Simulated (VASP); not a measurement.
Si2W:

```
Si W
1.0
    -1.60690    1.60690    3.91495
     1.60690   -1.60690    3.91495
     1.60690    1.60690   -3.91495
Si W
2 1
Direct
  0.33470 0.33470 0.00000
  0.66530 0.66530 0.00000
  0.00000 0.00000 0.00000
```

- Program: VASP 6.6.1
- Task: relaxation of cell and atoms
- Functional: PBE
- Potentials or basis: VASP PAW PBE potentials, release 64 (Si, W_sv)
- Cutoff: 600 eV
- k mesh: 8 × 8 × 8
- Occupations: gaussian, width 0.05 eV
- Spin: no spin polarisation

At the start: pressure 3.4 GPa; volume 13.48 Å³/atom.

**Question.** How do energy, volume and symmetry change on relaxing?

**Answer.** Over 3 steps the energy falls by 2.1 meV/atom and the volume is 13.68 Å³/atom (+1.5 %); space group I4/mmm (No. 139, to 0.1 Å) before and after.

The path:
```tsv
step	energy change (eV)	largest force (eV/Å)	pressure (GPa)	volume (Å³)
1	0.0000	0.0191	3.37	40.44
2	0.0126	0.1043	-5.43	42.12
3	-0.0063	0.0274	-0.02	41.04
```

Final structure:
```yaml
crystal:
  lattice:
    - [-1.61493, 1.61493, 3.93399]
    - [1.61493, -1.61493, 3.93399]
    - [1.61493, 1.61493, -3.93399]
  atoms:
    - { symbol: Si, position: [0.33466, 0.33466, 0.00000] }
    - { symbol: Si, position: [0.66534, 0.66534, 0.00000] }
    - { symbol: W, position: [0.00000, 0.00000, 0.00000] }
```
